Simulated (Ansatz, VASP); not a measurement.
**Two plane-wave programs on NbAu2**

```
Nb Au
1.0
     4.58834    0.00000    0.00000
    -2.29417    3.97362    0.00000
     0.00000    0.00000    2.70886
Nb Au
1 2
Direct
  0.00000 0.00000 0.00000
  0.33333 0.66667 0.50000
  0.66667 0.33333 0.50000
```

Alike in both runs: task relaxation of cell and atoms; functional LDA; k mesh 12 × 12 × 16; occupations fermi-dirac, width 0.15 eV; no spin polarisation.

```csv
,VASP,Ansatz
version,VASP 6.6.1,Ansatz 0.2.0
potentials or method,"VASP PAW LDA potentials, release 64 (Nb_sv, Au), cutoff 600 eV","scalar-relativistic, plane waves, PAW"
valence electrons in the cell,35,51
```

```csv
,VASP,Ansatz,Ansatz less VASP
"gap on the k mesh at the Fermi level, each at its own relaxed structure (eV)",none,none,-
relaxed volume (Å³/atom),16.50,16.48,-0.027
relaxed length of the cell vector where the two differ most in proportion (Å),4.592,4.589,-0.0031
```

LDA's correlation is that of Perdew and Zunger in VASP and of Perdew and Wang (1992) in Ansatz. A gap of «none» marks a metal or a gap that the smearing closes. VASP's potentials hold 35 valence electrons a cell and Ansatz's 51, so a difference there can come from the potentials and not from the codes.

Spin-orbit coupling is off throughout.
